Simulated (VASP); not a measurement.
Write the native input for VASP 6.6.1 that does the following.

- Task: relaxation of cell and atoms
- Functional: PBE
- Potentials or basis: VASP PAW PBE potentials, release 64 (Sn_d)
- Cutoff: 600 eV
- k mesh: 15 × 15 × 15
- Occupations: fermi-dirac, width 0.1 eV
- Spin: no spin polarisation
- Dipole correction: no
- Further INCAR settings: ALGO = Normal; EDIFF = 1e-06; IBRION = 2; EDIFFG = -0.005; NSW = 60; ISIF = 3

The structure of Sn lies in POSCAR:

```
Sn
1.0
   -1.9129311828      1.9129311828      1.9129311828
    1.9129311828     -1.9129311828      1.9129311828
    1.9129311828      1.9129311828     -1.9129311828
Sn
1
Direct
    0.0000000000      0.0000000000      0.0000000000
```

This isn't the form of Sn at room conditions, which is tetragonal (white tin).

The input as run:

INCAR

```
PREC = Accurate ; ENCUT = 600
EDIFF = 1E-6 ; ISMEAR = -1
SIGMA = 0.1 ; LREAL = False
LASPH = True ; NELM = 60
ALGO = Normal ; ISIF = 3
LWAVE = False ; LCHARG = False
GGA = PE ; IBRION = 2
NSW = 60 ; EDIFFG = -0.005
```

KPOINTS

```
regular mesh
0
Gamma
  15 15 15
```

Potentials or basis: VASP PAW PBE potentials, release 64 (Sn_d).

Command:

```bash
$ cat potpaw_PBE.64/Sn_d/POTCAR > POTCAR
$ mpirun -np 1 vasp_std > vasp.out
```

It gave:

* Relaxed volume: 27.61 Å³/atom
* Relaxed cell: a = 3.298 Å, b = 3.298 Å, c = 3.298 Å, α = 109.47°, β = 109.47°, γ = 109.47°
* Space group after relaxing (to 0.1 Å): Im-3m (No. 229)
* Energy gained by relaxing: 0.8 meV/atom
* Ionic steps: 3
* Pressure after relaxing: 0.0 GPa
* Band gap on the k mesh: zero (bands 7 and 8 overlap by 10.23 eV)

Caveat: spin-orbit coupling is left out, which moves the levels of the heavy elements.

Run time: 80 s on 1 thread of Intel Xeon 8259CL, on a shared host, peak memory 0.19 GiB.
